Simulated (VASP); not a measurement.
# Be4ZnSe (P3m1) in VASP: single point with PBE

Aim: the single point of Be4ZnSe with PBE.

All numbers are computed with VASP 6.6.1; they aren't measurements. Logs are shortened: lines on timing, memory, paths and dates and some standing lists are left out, and cuts for length are marked.

**1. The cell of the first run**

The structure is trigonal, space group P3m1 (No. 156). Conventional cell: a = 4.216 Å, b = 4.216 Å, c = 5.451 Å, α = 90.00°, β = 90.00°, γ = 120.00°. Within 2.8 Å of Be (site symmetry m) lie 6 Be at 2.10 to 2.12 Å and 1 Se at 2.59 Å. Within 2.8 Å of Be (site symmetry 3m) lie 6 Be at 2.12 Å and 1 Zn at 2.24 Å. Zn (site symmetry 3m) has 7 Be at 2.24 to 2.93 Å and 3 Se at 2.68 Å within 3.0 Å. Within 3.4 Å of Se (site symmetry 3m) lie 9 Be at 2.59 to 3.39 Å and 3 Zn at 2.68 Å.

The cell was generated, and may not be a known phase.

**2. Single point, PBE**

The input, INCAR:

```
SYSTEM = Be4ZnSe
  ALGO = Normal
  EDIFF = 1E-6
  ENCUT = 600
  GGA = PE
  GGA_COMPAT = .FALSE.
  ISIF = 2
  ISMEAR = 0
  LASPH = .TRUE.
  LCHARG = .FALSE.
  LREAL = .FALSE.
  LWAVE = .FALSE.
  NBANDS = 22
  NELM = 120
  PREC = Accurate
  SIGMA = 0.1
```

The input, KPOINTS:

```
k-points
0
G
  6 6 4
  0 0 0
```

The input, POSCAR:

```
Be4ZnSe
1.0
    4.2156947944      0.0000000000      0.0000000000
   -2.1078473972      3.6508987865      0.0000000000
    0.0000000000      0.0000000000      5.4505470815
Be Zn Se
4 1 1
Direct
    0.5007440412      0.4992559588      0.9876627879
    0.5007440412      0.0014880824      0.9876627879
    0.9985119176      0.4992559588      0.9876627879
    0.0000000000      0.0000000000      0.0246544142
    0.0000000000      0.0000000000      0.6135163662
    0.6666666667      0.3333333333      0.4073094458
```

Potentials or basis: VASP PAW PBE potentials, release 64 (Be, Zn, Se).

On the command line:

```
$ cat potpaw_PBE.64/Be/POTCAR potpaw_PBE.64/Zn/POTCAR potpaw_PBE.64/Se/POTCAR > POTCAR
$ mpirun -np 1 vasp_std > vasp.out
```

OUTCAR:

```text
SYSTEM = Be4ZnSe
   EDIFF = 1E-6
   ENCUT = 600
   GGA = PE
   ISIF = 2
   ISMEAR = 0
   LASPH = .TRUE.
   LREAL = .FALSE.
   NELM = 120
   PREC = Accurate

 ion  position               nearest neighbor table
   1  0.501  0.499  0.988-   2 2.10   3 2.10   2 2.12   3 2.12   4 2.12   4 2.12   6 2.59
   2  0.501  0.001  0.988-   1 2.10   3 2.10   1 2.12   3 2.12   4 2.12   4 2.12   6 2.59
   3  0.999  0.499  0.988-   2 2.10   1 2.10   2 2.12   1 2.12   4 2.12   4 2.12   6 2.59
   4  0.000  0.000  0.025-   1 2.12   3 2.12   1 2.12   3 2.12   2 2.12   2 2.12   5 2.24
   5  0.000  0.000  0.614-   4 2.24   6 2.68   6 2.68   6 2.68
   6  0.667  0.333  0.407-   2 2.59   3 2.59   1 2.59   5 2.68   5 2.68   5 2.68

  LATTYP: Found a hexagonal cell.
 ALAT       =     4.2156947944
 C/A-ratio  =     1.2929178575

  Lattice vectors:

 A1 = (   4.2156947944,   0.0000000000,   0.0000000000)
 A2 = (  -2.1078473972,   3.6508987865,   0.0000000000)
 A3 = (   0.0000000000,   0.0000000000,   5.4505470815)

Analysis of symmetry for initial positions (statically):
=====================================================================
 Subroutine PRICEL returns:
 Original cell was already a primitive cell.

 Routine SETGRP: Setting up the symmetry group for a
 hexagonal supercell.

 Subroutine GETGRP returns: Found  6 space group operations
 (whereof  6 operations were pure point group operations)
 out of a pool of 24 trial point group operations.

The static configuration has the point symmetry C_3v.

Analysis of symmetry for dynamics (positions and initial velocities):
=====================================================================
 Subroutine PRICEL returns:
 Original cell was already a primitive cell.

 Routine SETGRP: Setting up the symmetry group for a
 hexagonal supercell.

 Subroutine GETGRP returns: Found  6 space group operations
 (whereof  6 operations were pure point group operations)
 out of a pool of 24 trial point group operations.

The dynamic configuration has the point symmetry C_3v.

 Subroutine INISYM returns: Found  6 space group operations
 (whereof  6 operations are pure point group operations),
 and found     1 'primitive' translations

----------------------------------------------------------------------------------------

                                     Primitive cell

  volume of cell :      83.8898

  direct lattice vectors                    reciprocal lattice vectors
     4.215694794  0.000000000  0.000000000     0.237208823  0.136952578  0.000000000
    -2.107847397  3.650898786  0.000000000     0.000000000  0.273905156  0.000000000
     0.000000000  0.000000000  5.450547081     0.000000000  0.000000000  0.183467822

  length of vectors
     4.215694794  4.215694794  5.450547081     0.273905156  0.273905156  0.183467822

  position of ions in fractional coordinates (direct lattice)
     0.500744041  0.499255959  0.987662788
     0.500744041  0.001488082  0.987662788
     0.998511918  0.499255959  0.987662788
     0.000000000  0.000000000  0.024654414
     0.000000000  0.000000000  0.613516366
     0.666666667  0.333333333  0.407309446

  ion indices of the primitive-cell ions
   primitive index   ion index
                 1           1
                 2           2
                 3           3
                 4           4
                 5           5
                 6           6

----------------------------------------------------------------------------------------

 KPOINTS: k-points

Automatic generation of k-mesh.
 Grid dimensions read from file:
 generate k-points for:    6    6    4

 Generating k-lattice:

  Cartesian coordinates                     Fractional coordinates (reciprocal lattice)
     0.039534804  0.022825430  0.000000000     0.166666667  0.000000000  0.000000000
     0.000000000  0.045650859  0.000000000     0.000000000  0.166666667  0.000000000
     0.000000000  0.000000000  0.045866955     0.000000000  0.000000000  0.250000000

  Length of vectors
     0.045650859  0.045650859  0.045866955

  Shift w.r.t. Gamma in fractional coordinates (k-lattice)
     0.000000000  0.000000000  0.000000000

 Subroutine IBZKPT returns following result:
 ===========================================

 Found     24 irreducible k-points:

 Following reciprocal coordinates:
            Coordinates               Weight
  0.000000  0.000000  0.000000      1.000000
  0.166667  0.000000  0.000000      6.000000
  0.333333  0.000000  0.000000      6.000000
  0.500000  0.000000  0.000000      3.000000
  0.166667  0.166667  0.000000      6.000000
  0.333333  0.166667  0.000000     12.000000
[... 16 lines left out ...]
  0.333333  0.166667  0.500000     12.000000
  0.333333  0.333333  0.500000      2.000000
   k-points           NKPTS =     24   k-points in BZ     NKDIM =     24   number of bands    NBANDS=     22
   number of dos      NEDOS =    301   number of ions     NIONS =      6
   total plane-waves  NPLWV =  62208
   dimension x,y,z NGX =    36 NGY =   36 NGZ =   48
   dimension x,y,z NGXF=    72 NGYF=   72 NGZF=   96
   ions per type =               4   1   1
   NGX,Y,Z   is equivalent  to a cutoff of  14.20, 14.20, 14.64 a.u.
   NGXF,Y,Z  is equivalent  to a cutoff of  28.39, 28.39, 29.28 a.u.
 SYSTEM =  Be4ZnSe
   PREC   = accura    normal or accurate (medium, high low for compatibility)
   ISTART =      0    job   : 0-new  1-cont  2-samecut
   ICHARG =      2    charge: 1-file 2-atom 10-const
   ISPIN  =      1    spin polarized calculation?
   LNONCOLLINEAR =      F non collinear calculations
   LSORBIT =      F    spin-orbit coupling
   LASPH  =      T    aspherical Exc in radial PAW
   ENCUT  =  600.0 eV  44.10 Ry    6.64 a.u.   8.42  8.42 10.89*2*pi/ulx,y,z
   NELM   =    120;   NELMIN=  2; NELMDL= -5     # of ELM steps
   EDIFF  = 0.1E-05   stopping-criterion for ELM
   LREAL  =      F    real-space projection
[... 7 lines left out ...]
   TEBEG  =    0.0;   TEEND  =   0.0 temperature during run
   PSTRESS=    0.0 pullay stress
   NELECT =      26.0000    total number of electrons
   NUPDOWN=      -1.0000    fix difference up-down
   EMIN   =  10.00;   EMAX   =-10.00  energy-range for DOS
   EFERMI =   0.00;   METHOD = LEGACY
   ISMEAR =     0;   SIGMA  =   0.10  broadening in eV -4-tet -1-fermi 0-gaus
   EFERMI_NEDOS =   21; number of points for ismear=-14 and -15
   IALGO  =     38    algorithm
   IMIX   =      4    mixing-type and parameters
     AMIX     =   0.40;   BMIX     =  1.00
     AMIX_MAG =   1.60;   BMIX_MAG =  1.00
  volume/ion in A,a.u.               =      13.98        94.35
  Fermi-wavevector in a.u.,A,eV,Ry     =   1.107889  2.093607 16.700037  1.227418
  Thomas-Fermi vector in A             =   2.244409
   LORBIT       =      0    0 simple, 1 ext, 2 COOP (PROOUT), +10 PAW based schemes
   GGA     = PE    functional components
   LHFCALC =     F    Hartree Fock is set to
   AEXX    =    0.0000 exact exchange contribution
   IVDW    =     0    specifies the selected vdW correction
   LEPSILON=     F    determine dielectric tensor
   LRPA    =     F    only Hartree local field effects (RPA)
 non-spin polarized calculation
 Gauss-broadening in eV      SIGMA  =   0.10
  energy-cutoff  :      600.00
  volume of cell :       83.89
 maximum number of plane-waves:      2847
 NGX is ok and might be reduce to    36
   NGX = 17   NGY = 17   NGZ = 21

 number of electron      25.9999990 magnetization

 Free energy of the ion-electron system (eV)
  ---------------------------------------------------
  ext. energy  EPLUGINS =         0.00000000
  ---------------------------------------------------
  free energy    TOTEN  =       -18.02270958 eV

  energy without entropy =      -18.01057234  energy(sigma->0) =      -18.01664096

 E-fermi :   3.6578     XC(G=0):  -9.6916

 val. band max:        3.6562767530   @ k =   0.3333   0.0000   0.5000
 cond. band min:       3.7270656974   @ k =   0.3333   0.1667   0.0000
 fundamental gap:      0.0707889444
 Fermi energy:         3.6578244859

 k-point     1 :       0.0000    0.0000    0.0000
  band No.  band energies     occupation
      1     -10.2818      2.00000
      2      -4.1353      2.00000
      3      -3.7753      2.00000
      4      -3.7753      2.00000
      5      -3.6483      2.00000
      6      -3.6483      2.00000
[... 14 lines left out ...]
     21      10.3220      0.00000
     22      10.4005      0.00000

 k-point     2 :       0.1667    0.0000    0.0000
  band No.  band energies     occupation
      1     -10.1837      2.00000
      2      -4.1265      2.00000
      3      -3.7767      2.00000
      4      -3.7640      2.00000
      5      -3.6677      2.00000
      6      -3.6407      2.00000
[... 14 lines left out ...]
     21      10.2819      0.00000
     22      10.6492      0.00000

 k-point     3 :       0.3333    0.0000    0.0000
  band No.  band energies     occupation
      1      -9.9710      2.00000
      2      -4.0580      2.00000
      3      -3.7652      2.00000
      4      -3.7513      2.00000
      5      -3.6832      2.00000
      6      -3.6129      2.00000
[... 14 lines left out ...]
     21      10.9278      0.00000
     22      12.5172      0.00000
[... 476 lines left out ...]
 k-point    23 :       0.3333    0.1667    0.5000
  band No.  band energies     occupation
      1      -9.8160      2.00000
      2      -3.8870      2.00000
      3      -3.8003      2.00000
      4      -3.7821      2.00000
      5      -3.6424      2.00000
      6      -3.6035      2.00000
[... 14 lines left out ...]
     21      10.8103      0.00000
     22      12.3160      0.00000

 k-point    24 :       0.3333    0.3333    0.5000
  band No.  band energies     occupation
      1      -9.7621      2.00000
      2      -3.8499      2.00000
      3      -3.7969      2.00000
      4      -3.7915      2.00000
      5      -3.6147      2.00000
      6      -3.5740      2.00000
[... 14 lines left out ...]
     21      11.1645      0.00000
     22      11.6616      0.00000

------------------------ aborting loop because EDIFF is reached ----------------------------------------

  FORCE on cell =-STRESS in cart. coord.  units (eV):
  Direction    XX          YY          ZZ          XY          YZ          ZX
  --------------------------------------------------------------------------------------
  -------------------------------------------------------------------------------------
  Total        0.4637119      0.4637119     -0.0015307      0.0000000      0.0000000      0.0000000
  in kB        8.8562475      8.8562475     -0.0292348      0.0000000      0.0000000      0.0000000
  external PRESSURE =       5.8944201 kB  Pullay stress =       0.0000000 kB

 VOLUME and BASIS-vectors are now :
 -----------------------------------------------------------------------------
  energy-cutoff  :      600.00
  volume of cell :       83.89
      direct lattice vectors                 reciprocal lattice vectors
     4.215694794  0.000000000  0.000000000     0.237208823  0.136952578  0.000000000
    -2.107847397  3.650898786  0.000000000     0.000000000  0.273905156  0.000000000
     0.000000000  0.000000000  5.450547081     0.000000000  0.000000000  0.183467822

 POSITION                                       TOTAL-FORCE (eV/Angst)
 -----------------------------------------------------------------------------------
      1.05863      1.82273      5.38330        -0.058819      0.033959      0.050979
      2.10785      0.00543      5.38330         0.000000     -0.067918      0.050979
      3.15707      1.82273      5.38330         0.058819      0.033959      0.050979
      0.00000      0.00000      0.13438         0.000000      0.000000      0.012794
      0.00000      0.00000      3.34400         0.000000      0.000000     -0.062584
      2.10785      1.21697      2.22006         0.000000      0.000000     -0.103147
 -----------------------------------------------------------------------------------
    total drift:                               -0.000000      0.000000      0.000172

  FREE ENERGIE OF THE ION-ELECTRON SYSTEM (eV)
  ---------------------------------------------------
  free  energy   TOTEN  =       -18.0227095829 eV

  energy  without entropy=      -18.0105723405  energy(sigma->0) =      -18.01664096
```

Run time: 24 s. Hardware: 1 thread of Intel Xeon 6975P-C (Granite Rapids), shared host; peak memory 0.26 GiB.

Results:

* Free energy: -18.0227 eV
* Pressure: 0.6 GPa
* Largest force: 0.103 eV/Å
* Band gap on the k mesh: zero (bands 13 and 14 overlap by 2.36 eV)

Forces on the atoms (eV/Å):
```
Be  -0.059  0.034  0.051
Be   0.000 -0.068  0.051
Be   0.059  0.034  0.051
Be   0.000  0.000  0.013
Zn   0.000  0.000 -0.063
Se   0.000  0.000 -0.103
```

The gap in the log of VASP goes by the Fermi energy; the results here count the filled bands.